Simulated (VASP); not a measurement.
# Hf3F2 in VASP: notebook, part 2 of 2

VASP 6.6.1. Earlier steps stand in the parts before.

## (3) Single point, PBE

This run uses another cell than the first one, of 21.31 Å³/atom.

INCAR

```
SYSTEM = Hf3F2
ALGO     = Normal         ! electronic algorithm
EDIFF    = 1E-6           ! SCF threshold, eV
ENCUT    = 600            ! plane-wave cutoff, eV
GGA      = PE             ! functional
GGA_COMPAT= .FALSE.      
ISIF     = 2              ! what is computed and relaxed
ISMEAR   = 0              ! smearing method
LASPH    = .TRUE.         ! aspherical terms in the spheres
LCHARG   = .TRUE.         ! write CHGCAR
LELF     = .TRUE.         ! ELF
LREAL    = .FALSE.        ! projectors in reciprocal space
LVHAR    = .TRUE.       
LWAVE    = .FALSE.        ! write WAVECAR
NBANDS   = 30             ! bands
NELM     = 120            ! most SCF steps
PREC     = Accurate       ! precision mode
SIGMA    = 0.2            ! smearing width, eV
```

KPOINTS

```
k-points
0
G
  4 4 3
  0 0 0
```

POSCAR

```
Hf3F2
1.0
    4.0884010857      0.0000000000      0.0000000000
    0.0000000000      4.0884010857      0.0000000000
    0.0000000000      0.0000000000      6.3732735924
Hf F
3 2
Direct
    0.5000000000      0.5000000000      0.5000000000
    0.0000000000      0.0000000000      0.5000000000
    0.0000000000      0.0000000000      0.0000000000
    0.5000000000      0.0000000000      0.0000000000
    0.0000000000      0.5000000000      0.0000000000
```

Potentials or basis: VASP PAW PBE potentials, release 64 (Hf_pv, F).

On the command line:

```sh
$ cat potpaw_PBE.64/Hf_pv/POTCAR potpaw_PBE.64/F/POTCAR > POTCAR
$ mpirun -np 1 vasp_std > vasp.out
```

OUTCAR:

```text
SYSTEM = Hf3F2
   EDIFF = 1E-6
   ENCUT = 600
   GGA = PE
   ISIF = 2
   ISMEAR = 0
   LASPH = .TRUE.
   LREAL = .FALSE.
   NELM = 120
   PREC = Accurate

 ion  position               nearest neighbor table
   1  0.500  0.500  0.500-   2 2.89   2 2.89   2 2.89   2 2.89
   2  0.000  0.000  0.500-   1 2.89   1 2.89   1 2.89   1 2.89   3 3.19   3 3.19
   3  0.000  0.000  0.000-   4 2.04   5 2.04   5 2.04   4 2.04   2 3.19   2 3.19
   4  0.500  0.000  0.000-   3 2.04   3 2.04
   5  0.000  0.500  0.000-   3 2.04   3 2.04

  LATTYP: Found a simple tetragonal cell.
 ALAT       =     4.0884010857
 C/A-ratio  =     1.5588670140

  Lattice vectors:

 A1 = (   4.0884010857,   0.0000000000,   0.0000000000)
 A2 = (   0.0000000000,   4.0884010857,   0.0000000000)
 A3 = (   0.0000000000,   0.0000000000,   6.3732735924)

Analysis of symmetry for initial positions (statically):
=====================================================================
 Subroutine PRICEL returns:
 Original cell was already a primitive cell.

 Routine SETGRP: Setting up the symmetry group for a
 simple tetragonal supercell.

 Subroutine GETGRP returns: Found 16 space group operations
 (whereof 16 operations were pure point group operations)
 out of a pool of 16 trial point group operations.

The static configuration has the point symmetry D_4h.

Analysis of symmetry for dynamics (positions and initial velocities):
=====================================================================
 Subroutine PRICEL returns:
 Original cell was already a primitive cell.

 Routine SETGRP: Setting up the symmetry group for a
 simple tetragonal supercell.

 Subroutine GETGRP returns: Found 16 space group operations
 (whereof 16 operations were pure point group operations)
 out of a pool of 16 trial point group operations.

The dynamic configuration has the point symmetry D_4h.

 Subroutine INISYM returns: Found 16 space group operations
 (whereof 16 operations are pure point group operations),
 and found     1 'primitive' translations

----------------------------------------------------------------------------------------

                                     Primitive cell

  volume of cell :     106.5294

  direct lattice vectors                    reciprocal lattice vectors
     4.088401086  0.000000000  0.000000000     0.244594397  0.000000000  0.000000000
     0.000000000  4.088401086  0.000000000     0.000000000  0.244594397  0.000000000
     0.000000000  0.000000000  6.373273592     0.000000000  0.000000000  0.156905236

  length of vectors
     4.088401086  4.088401086  6.373273592     0.244594397  0.244594397  0.156905236

  position of ions in fractional coordinates (direct lattice)
     0.500000000  0.500000000  0.500000000
     0.000000000  0.000000000  0.500000000
     0.000000000  0.000000000  0.000000000
     0.500000000  0.000000000  0.000000000
     0.000000000  0.500000000  0.000000000

  ion indices of the primitive-cell ions
   primitive index   ion index
                 1           1
                 2           2
                 3           3
                 4           4
[... 27 lines left out ...]

 Following reciprocal coordinates:
            Coordinates               Weight
  0.000000  0.000000  0.000000      1.000000
  0.250000  0.000000  0.000000      4.000000
  0.500000  0.000000  0.000000      2.000000
  0.250000  0.250000  0.000000      4.000000
  0.500000  0.250000  0.000000      4.000000
  0.500000  0.500000  0.000000      1.000000
  0.000000  0.000000  0.333333      2.000000
  0.250000  0.000000  0.333333      8.000000
  0.500000  0.000000  0.333333      4.000000
  0.250000  0.250000  0.333333      8.000000
  0.500000  0.250000  0.333333      8.000000
  0.500000  0.500000  0.333333      2.000000
   k-points           NKPTS =     12   k-points in BZ     NKDIM =     12   number of bands    NBANDS=     30
   number of dos      NEDOS =    301   number of ions     NIONS =      5
   total plane-waves  NPLWV =  69984
   dimension x,y,z NGX =    36 NGY =   36 NGZ =   54
   dimension x,y,z NGXF=    72 NGYF=   72 NGZF=  108
   ions per type =               3   2
   NGX,Y,Z   is equivalent  to a cutoff of  14.64, 14.64, 14.09 a.u.
   NGXF,Y,Z  is equivalent  to a cutoff of  29.28, 29.28, 28.17 a.u.
 SYSTEM =  Hf3F2
   PREC   = accura    normal or accurate (medium, high low for compatibility)
   ISTART =      0    job   : 0-new  1-cont  2-samecut
   ICHARG =      2    charge: 1-file 2-atom 10-const
   ISPIN  =      1    spin polarized calculation?
   LNONCOLLINEAR =      F non collinear calculations
   LSORBIT =      F    spin-orbit coupling
   LASPH  =      T    aspherical Exc in radial PAW
   ENCUT  =  600.0 eV  44.10 Ry    6.64 a.u.   8.17  8.17 12.73*2*pi/ulx,y,z
   NELM   =    120;   NELMIN=  2; NELMDL= -5     # of ELM steps
   EDIFF  = 0.1E-05   stopping-criterion for ELM
   LREAL  =      F    real-space projection
   EDIFFG = 0.1E-04   stopping-criterion for IOM
   NSW    =      0    number of steps for IOM
   IBRION =     -1    ionic relax: 0-MD 1-quasi-New 2-CG
   NFREE  =      0    steps in history (QN), initial steepest desc. (CG)
   ISIF   =      2    stress and relaxation
   ISYM   =      2    0-nonsym 1-usesym 2-fastsym
   POTIM  = 0.5000    time-step for ionic-motion
   TEBEG  =    0.0;   TEEND  =   0.0 temperature during run
   PSTRESS=    0.0 pullay stress
   NELECT =      44.0000    total number of electrons
   NUPDOWN=      -1.0000    fix difference up-down
   EMIN   =  10.00;   EMAX   =-10.00  energy-range for DOS
   EFERMI =   0.00;   METHOD = LEGACY
   ISMEAR =     0;   SIGMA  =   0.20  broadening in eV -4-tet -1-fermi 0-gaus
   EFERMI_NEDOS =   21; number of points for ismear=-14 and -15
   IALGO  =     38    algorithm
   IMIX   =      4    mixing-type and parameters
     AMIX     =   0.40;   BMIX     =  1.00
     AMIX_MAG =   1.60;   BMIX_MAG =  1.00
  volume/ion in A,a.u.               =      21.31       143.78
  Fermi-wavevector in a.u.,A,eV,Ry     =   1.219184  2.303923 20.223826  1.486409
  Thomas-Fermi vector in A             =   2.354445
   LORBIT       =      0    0 simple, 1 ext, 2 COOP (PROOUT), +10 PAW based schemes
   GGA     = PE    functional components
   LHFCALC =     F    Hartree Fock is set to
   AEXX    =    0.0000 exact exchange contribution
   IVDW    =     0    specifies the selected vdW correction
   LEPSILON=     F    determine dielectric tensor
   LRPA    =     F    only Hartree local field effects (RPA)
 non-spin polarized calculation
 Gauss-broadening in eV      SIGMA  =   0.20
  energy-cutoff  :      600.00
  volume of cell :      106.53
 maximum number of plane-waves:      3588
 NGX is ok and might be reduce to    36
   NGX = 17   NGY = 17   NGZ = 25

 number of electron      43.9999992 magnetization

 Free energy of the ion-electron system (eV)
  ---------------------------------------------------
  ext. energy  EPLUGINS =         0.00000000
  ---------------------------------------------------
  free energy    TOTEN  =       -38.30863552 eV

  energy without entropy =      -38.20737450  energy(sigma->0) =      -38.25800501

 E-fermi :   3.3941     XC(G=0):  -9.7940

 val. band max:        3.3583283873   @ k =   0.5000   0.0000   0.0000
 cond. band min:       3.4063621466   @ k =   0.2500   0.2500   0.0000
 fundamental gap:      0.0480337593
 Fermi energy:         3.3941324165

 k-point     1 :       0.0000    0.0000    0.0000
  band No.  band energies     occupation
      1     -29.5021      2.00000
      2     -29.5021      2.00000
      3     -28.9149      2.00000
      4     -27.8280      2.00000
      5     -27.6166      2.00000
      6     -27.6166      2.00000
[... 385 lines left out ...]
     29       6.4619      0.00000
     30       6.5575      0.00000

------------------------ aborting loop because EDIFF is reached ----------------------------------------

  FORCE on cell =-STRESS in cart. coord.  units (eV):
  Direction    XX          YY          ZZ          XY          YZ          ZX
  --------------------------------------------------------------------------------------
  -------------------------------------------------------------------------------------
  Total       -0.9198290     -0.9198290     -0.0447471      0.0000000      0.0000000     -0.0000000
  in kB      -13.8340107    -13.8340107     -0.6729853      0.0000000      0.0000000     -0.0000000
  external PRESSURE =      -9.4470022 kB  Pullay stress =       0.0000000 kB

 VOLUME and BASIS-vectors are now :
 -----------------------------------------------------------------------------
  energy-cutoff  :      600.00
  volume of cell :      106.53
      direct lattice vectors                 reciprocal lattice vectors
     4.088401086  0.000000000  0.000000000     0.244594397  0.000000000  0.000000000
     0.000000000  4.088401086  0.000000000     0.000000000  0.244594397  0.000000000
     0.000000000  0.000000000  6.373273592     0.000000000  0.000000000  0.156905236

 POSITION                                       TOTAL-FORCE (eV/Angst)
 -----------------------------------------------------------------------------------
      2.04420      2.04420      3.18664         0.000000      0.000000      0.000000
      0.00000      0.00000      3.18664         0.000000      0.000000      0.000000
      0.00000      0.00000      0.00000         0.000000      0.000000      0.000000
      2.04420      0.00000      0.00000         0.000000      0.000000      0.000000
      0.00000      2.04420      0.00000         0.000000      0.000000      0.000000
 -----------------------------------------------------------------------------------
    total drift:                                0.000000      0.000000     -0.000000

  FREE ENERGIE OF THE ION-ELECTRON SYSTEM (eV)
  ---------------------------------------------------
  free  energy   TOTEN  =       -38.3086355154 eV

  energy  without entropy=      -38.2073744972  energy(sigma->0) =      -38.25800501
```

Wall time 1.8 min (1 thread of Intel Xeon 8259CL, shared host); peak memory 0.26 GiB.

Results:

```yaml
Free_energy: -38.3086 eV
Pressure: -0.9 GPa
Band_gap_on_the_k_mesh: zero (bands 22 and 23 overlap by 0.94 eV)
```

Levels at points of the mesh, in eV from the Fermi level:
```
           k point  band 18  band 19  band 20  band 21  band 22  band 23  band 24  band 25  band 26  band 27
(0.00, 0.00, 0.00)    -5.45    -2.32    -1.85    -1.16    -0.55    -0.55     0.73     0.84     1.02     2.03
(0.50, 0.00, 0.00)    -3.17    -2.15    -0.40    -0.25    -0.04     0.19     0.93     1.33     1.47     1.80
(0.50, 0.50, 0.00)    -2.68    -1.68    -1.07    -1.07    -0.70     1.02     1.02     1.13     2.73     2.73
```

Caveat: the k points lie up to 0.38 Å⁻¹ apart, too coarse for converged energies and pressures of a metal; spin-orbit coupling is left out, which moves the levels of the heavy elements.

## (4) Single point, PBE

This run uses another cell than the first one, of 18.05 Å³/atom.

INCAR

```
PREC     = Accurate       # precision mode
ENCUT    = 600            # plane-wave cutoff, eV
EDIFF    = 1E-6           # SCF threshold, eV
ISMEAR   = 0              # smearing method
SIGMA    = 0.2            # smearing width, eV
LREAL    = False          # projectors in reciprocal space
LASPH    = True           # aspherical terms in the spheres
NELM     = 120            # most SCF steps
ALGO     = Normal         # electronic algorithm
ISIF     = 2              # what is computed and relaxed
LWAVE    = False          # write WAVECAR
LCHARG   = False          # write CHGCAR
GGA      = PE             # functional
NBANDS   = 30             # bands
GGA_COMPAT= False
```

KPOINTS

```
regular mesh
0
Gamma
  4 4 4
```

POSCAR

```
Hf3F2
1.0
    4.3236250846      0.0000000000      0.0000000000
    0.0000000000      4.3236250846      0.0000000000
    0.0000000000      0.0000000000      4.8280693346
Hf F
3 2
Direct
    0.5000000000      0.5000000000      0.3546933029
    0.5000000000      0.0000000000      0.8546065866
    0.0000000000      0.5000000000      0.8546065866
    0.5000000000      0.0000000000      0.3545626919
    0.0000000000      0.5000000000      0.3545626919
```

On the command line:

```sh
$ cat potpaw_PBE.64/Hf_pv/POTCAR potpaw_PBE.64/F/POTCAR > POTCAR
$ mpirun -np 1 vasp_std > vasp.out
```

It took 55 s on 1 thread of Intel Xeon 8259CL, shared host; peak memory 0.24 GiB.

Results (log left out):

```
Free energy            : -39.6290 eV
Pressure               : -1.2 GPa
Band gap on the k mesh : zero (bands 22 and 23 overlap by 0.58 eV)
```

Stress tensor (GPa, compression positive):
```
-1.38  0.00  0.00
 0.00 -1.38  0.00
 0.00  0.00 -0.95
```

Levels at points of the mesh, in eV from the Fermi level:
| k point | band 20 | band 21 | band 22 | band 23 | band 24 | band 25 |
| --- | --- | --- | --- | --- | --- | --- |
| (0.00, 0.00, 0.00) | -1.86 | -1.86 | -1.40 | 0.58 | 1.46 | 2.14 |
| (0.50, 0.00, 0.00) | -1.33 | -0.26 | 0.08 | 0.41 | 0.92 | 1.45 |
| (0.50, 0.50, 0.00) | -1.69 | -1.27 | -0.99 | 0.65 | 1.47 | 1.47 |
| (0.00, 0.00, 0.50) | -1.02 | -0.99 | 0.05 | 0.05 | 0.42 | 0.42 |
| (0.50, 0.00, 0.50) | -1.60 | -0.58 | 0.29 | 0.61 | 0.91 | 0.99 |
| (0.50, 0.50, 0.50) | -2.07 | -0.52 | 0.49 | 0.83 | 1.72 | 1.72 |

Caveat: the k points lie up to 0.36 Å⁻¹ apart, too coarse for converged energies and pressures of a metal; spin-orbit coupling is left out, which moves the levels of the heavy elements.

## (5) Overview

```tsv
cell	k mesh	gap on the mesh (eV)	pressure (GPa)
a = 3.237, b = 3.237, c = 9.005 Å, 5 atoms, atomic positions A	5 × 5 × 3	none	-1.6
a = 4.088, b = 4.088, c = 6.373 Å, 5 atoms, atomic positions B	4 × 4 × 3	none	-0.9
a = 4.324, b = 4.324, c = 4.828 Å, 5 atoms, atomic positions C	4 × 4 × 4	none	-1.2
```

Alike in all rows: task single point; level PBE; potentials or basis VASP PAW PBE potentials, release 64 (Hf_pv, F); no spin polarisation; cutoff (eV) 600; smearing gaussian 0.2 eV.

Caveats: all runs use coarse meshes; spin-orbit coupling is left out, which moves the levels of the heavy elements.

Total energies depend on the potentials used, so only differences within one code and one set of settings carry meaning.
